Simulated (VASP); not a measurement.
A run of VASP 6.6.1 is set up as follows.

Contents of INCAR:

```
SYSTEM = Zn7Se8
ALGO = Normal
EDIFF = 1E-7
ENCUT = 520
GGA = CA
ISIF = 2
ISMEAR = 0
LASPH = .TRUE.
LCHARG = .FALSE.
LREAL = Auto
LWAVE = .FALSE.
NBANDS = 79
NELECT = 134.0
NELM = 60
PREC = Accurate
SIGMA = 0.02
```

The input KPOINTS:

```
k-points
0
G
  2 2 2
  0 0 0
```

POSCAR

```
Zn7Se8
1.0
    0.0000000000      5.5675272894     -5.5675272894
    5.5675272894      5.5675272894      0.0000000000
    5.5675272894      0.0000000000     -5.5675272894
Zn Se
7 8
Direct
    0.4867986018      0.0132014620     -0.0132014620
    1.0132014100      0.4867986018     -0.0132014620
    1.0132014100      0.0132014620     -0.0132014620
    0.4867986018      0.4867986018      0.5132013462
    0.4867986018      0.0132014620      0.5132013462
    1.0132014998      0.4867985120      0.5132014360
    0.9999999480      0.0000000000      0.5000000638
    0.3825431631      0.3825431631      0.3523705225
    0.3779597999      0.8740134079      0.3740133441
    0.8740134079      0.3779597999      0.3740133441
    0.8740134079      0.8740134079      0.3740133441
    0.3825431631      0.3825431631      0.8825432269
    0.3825431631      0.8523704067      0.8825432269
    0.8523704067      0.3825431631      0.8825432269
    0.8740134079      0.8740134079      0.8779596841
```

Potentials or basis: VASP PAW LDA potentials, release 64 (Zn, Se).

The run is started by

```bash
$ cat potpaw_LDA.64/Zn/POTCAR potpaw_LDA.64/Se/POTCAR > POTCAR
$ mpirun -np 1 vasp_std > vasp.out
```

Problem. Predict the largest force.

Solution. 0.046 eV/Å.

Forces in eV/Å, atoms in the order of the input:
```
Zn   0.000  0.000 -0.014
Zn   0.014  0.000  0.000
Zn   0.000 -0.014  0.000
Zn   0.000  0.014  0.000
Zn  -0.014  0.000  0.000
Zn   0.000  0.000  0.014
Zn   0.000  0.000  0.000
Se  -0.026  0.026  0.026
Se  -0.012  0.012 -0.012
Se   0.012  0.012  0.012
Se  -0.012 -0.012  0.012
Se   0.026  0.026 -0.026
Se  -0.026 -0.026 -0.026
Se   0.026 -0.026  0.026
Se   0.012 -0.012 -0.012
```

Caveat: the k points lie up to 0.49 Å⁻¹ apart; the cell carries a net charge on a neutralising background, which shifts energy and pressure.
